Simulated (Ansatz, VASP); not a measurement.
# InBAs2 in VASP and in Ansatz

```
B As In
1.0
     3.75787    0.00000    0.00000
     0.00000    3.75787    0.00000
     0.00000    0.00000    5.75974
B As In
1 2 1
Direct
  0.00000 0.00000 0.00000
  0.00000 0.50000 0.19438
  0.50000 0.00000 0.80562
  0.50000 0.50000 0.50000
```

Alike in both runs: task single point; functional PBE; k mesh 8 × 8 × 4; occupations fermi-dirac, width 0.02 eV; no spin polarisation.

|  | VASP | Ansatz |
| --- | --- | --- |
| version | VASP 6.6.1 | Ansatz 0.2.0 |
| potentials or method | VASP PAW PBE potentials, release 64 (B, As, In_d) | plane waves, PAW |
| plane-wave cutoff (eV) | 520 | 420 |
| valence electrons in the cell | 26 | 46 |

|  | VASP | Ansatz | Ansatz less VASP |
| --- | --- | --- | --- |
| pressure (GPa) | 2.2 | 2.1 | -0.17 |
| rms of the force components (eV/Å) | 0.085 | 0.090 | +0.0053 |

VASP's potentials hold 26 valence electrons a cell and Ansatz's 46, so a difference there can come from the potentials and not from the codes.
